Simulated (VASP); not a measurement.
Write the native input for VASP 6.6.1 that does the following.

```
Task                   : single point
Functional             : PBE
Potentials or basis    : VASP PAW PBE potentials, release 64 (Si)
Cutoff                 : 520 eV
k mesh                 : 15 × 15 × 1
Occupations            : gaussian, width 0.1 eV
Spin                   : no spin polarisation
Dipole correction      : yes
Further INCAR settings : ALGO = Normal; EDIFF = 1e-06; NBANDS = 11
```

The structure of Si lies in POSCAR:

```
Si
1.0
    3.6880000000      0.0000000000      0.0000000000
   -1.8440000000      3.1939016892      0.0000000000
    0.0000000000      0.0000000000     28.0000000000
Si
2
Direct
    0.3333333333      0.6666666667      0.5101964286
    0.6666666667      0.3333333333      0.4898035714
```

The input as run:

INCAR

```
SYSTEM = Si
ALGO = Normal
DIPOL = 0.5 0.5 0.500
EDIFF = 1E-6
ENCUT = 520
GGA = PE
IDIPOL = 3
ISIF = 2
ISMEAR = 0
LASPH = .TRUE.
LCHARG = .FALSE.
LDIPOL = .TRUE.
LREAL = .FALSE.
LWAVE = .FALSE.
NBANDS = 11
NELM = 80
PREC = Accurate
SIGMA = 0.1
```

KPOINTS

```
k-points
0
G
  15 15 1
  0 0 0
```

Potentials or basis: VASP PAW PBE potentials, release 64 (Si).

The run is started by

```sh
$ cat potpaw_PBE.64/Si/POTCAR > POTCAR
$ mpirun -np 1 vasp_std > vasp.out
```

Results of the run:

* Largest force: 0.232 eV/Å
* Band gap on the k mesh: zero (filled and empty bands touch)

Run time: 85 s on 1 thread of AMD EPYC 9R45 96-Core Processor (Zen 5) (shared host), peak memory 0.4 GiB.
